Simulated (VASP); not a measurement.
A run of VASP 6.6.1:

Contents of INCAR:

```
PREC = Accurate ; ENCUT = 600
EDIFF = 1E-7 ; ISMEAR = -1
SIGMA = 0.05 ; LREAL = F
LASPH = T ; NELM = 60
ALGO = Fast ; ISIF = 3
LWAVE = F ; LCHARG = F
GGA = PE ; IVDW = 13
IBRION = 2 ; NSW = 60
EDIFFG = -0.01
```

File KPOINTS:

```
Automatic mesh
0
Gamma
  11 11 11
```

The input POSCAR:

```
Ag
1.0
    0.0000000000      2.0427500000      2.0427500000
    2.0427500000      0.0000000000      2.0427500000
    2.0427500000      2.0427500000      0.0000000000
Ag
1
Direct
    0.0000000000      0.0000000000      0.0000000000
```

Potentials or basis: VASP PAW PBE potentials, release 64 (Ag).

Command:

```sh
$ cat potpaw_PBE.64/Ag/POTCAR > POTCAR
$ mpirun -np 1 vasp_std > vasp.out
```

Hardware: 1 thread of Intel Xeon 8259CL, with other jobs on the host.

How long does it take, and how much memory?

Run time: 28 s on 1 thread of Intel Xeon 8259CL, with other jobs on the host, peak memory 0.15 GiB. Counts: scf iterations 28, k points 56, ion steps 3.
